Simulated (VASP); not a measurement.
Wanted: the native input for a VASP 6.6.1 run.

* Task: single point
* Functional: PBEsol
* Potentials or basis: VASP PAW PBE potentials, release 64 (Ti_sv, O)
* Cutoff: 520 eV
* k mesh: 6 × 6 × 6
* Occupations: gaussian, width 0.1 eV
* Spin: no spin polarisation
* Dipole correction: no
* Further INCAR settings: ALGO = Normal; EDIFF = 1e-06; NBANDS = 33

The structure of TiO2 (Anatase) lies in POSCAR:

```
TiO2
1.0
   -1.8921000000      1.8921000000      4.7573000000
    1.8921000000     -1.8921000000      4.7573000000
    1.8921000000      1.8921000000     -4.7573000000
Ti O
2 4
Direct
    0.0000000000      0.0000000000      0.0000000000
    0.7500000000      0.2500000000      0.5000000000
    0.2081000000      0.2081000000      0.0000000000
    0.9581000000      0.4581000000      0.5000000000
    0.5419000000      0.0419000000      0.5000000000
    0.7919000000      0.7919000000      0.0000000000
```

One way to write it, as run:

INCAR

```
SYSTEM = TiO2
PREC = Accurate ; ENCUT = 520
EDIFF = 1E-6 ; ISMEAR = 0
SIGMA = 0.1 ; LREAL = .False.
LASPH = .True. ; NELM = 100
ALGO = Normal ; ISIF = 2
LWAVE = .False. ; LCHARG = .False.
GGA = PS ; NBANDS = 33
```

KPOINTS

```
regular mesh
0
Gamma
  6 6 6
  0 0 0
```

Potentials or basis: VASP PAW PBE potentials, release 64 (Ti_sv, O).

Run with:

```sh
$ cat potpaw_PBE.64/Ti_sv/POTCAR potpaw_PBE.64/O/POTCAR > POTCAR
$ mpirun -np 1 vasp_std > vasp.out
```

It gave:

```
Pressure               : -0.4 GPa
Largest force          : 0.011 eV/Å
Band gap on the k mesh : 2.10 eV, indirect (least direct gap 2.41 eV)
```

Caveat: the PAW data sets were made with another functional, which shifts forces and pressure a little.

Wall time 94 s on 1 thread of Intel(R) Xeon(R) 6975P-C (Granite Rapids), with other jobs on the host, peak memory 0.27 GiB.
